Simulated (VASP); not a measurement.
Write the native input for VASP 6.6.1 that does the following.

```yaml
Task: single point
Functional: PBEsol
Potentials_or_basis: VASP PAW PBE potentials, release 64 (K_sv, Ta_pv, O)
Cutoff: 520 eV
k_mesh: 8 × 8 × 8
Occupations: gaussian, width 0.02 eV
Spin: no spin polarisation
Dipole_correction: no
Further_INCAR_settings: ALGO = Normal; EDIFF = 1e-06; NBANDS = 27
```

The structure of KTaO3 lies in POSCAR:

```
KTaO3
1.0
    4.1649645106      0.0000000000      0.0000000000
    0.0000000000      4.1649645106      0.0000000000
    0.0000000000      0.0000000000      4.1649645106
K Ta O
1 1 3
Direct
    0.5000000000      0.5000000000      0.5000000000
    0.0000000000      0.0000000000      0.0000000000
    0.0000000000      0.5000000000      0.0000000000
    0.0000000000      0.0000000000      0.5000000000
    0.5000000000      0.0000000000      0.0000000000
```

This cell differs from its parent crystal: equal strain along all axes, cell held: +4.5 %.

The input as run:

INCAR

```
  PREC = Accurate
  ENCUT = 520
  EDIFF = 1E-6
  ISMEAR = 0
  SIGMA = 0.02
  LREAL = False
  LASPH = True
  NELM = 100
  ALGO = Normal
  ISIF = 2
  LWAVE = False
  LCHARG = False
  GGA = PS
  NBANDS = 27
```

KPOINTS

```
regular mesh
0
Gamma
  8 8 8
```

Potentials or basis: VASP PAW PBE potentials, release 64 (K_sv, Ta_pv, O).

The run is started by

```bash
$ cat potpaw_PBE.64/K_sv/POTCAR potpaw_PBE.64/Ta_pv/POTCAR potpaw_PBE.64/O/POTCAR > POTCAR
$ mpirun -np 1 vasp_std > vasp.out
```

Results of the run:

The pressure is -19.6 GPa and the band gap on the k mesh is 1.80 eV (least direct gap 2.45 eV).

Caveat: the cell differs from its parent crystal (equal strain along all axes, cell held: +4.5 %); the cell stands under tension; the PAW data sets were made with another functional, which shifts forces and pressure a little; spin-orbit coupling is left out, which moves the levels of the heavy elements.

Run time: 98 s on 1 thread of Intel Xeon 8259CL (shared host), peak memory 0.22 GiB.
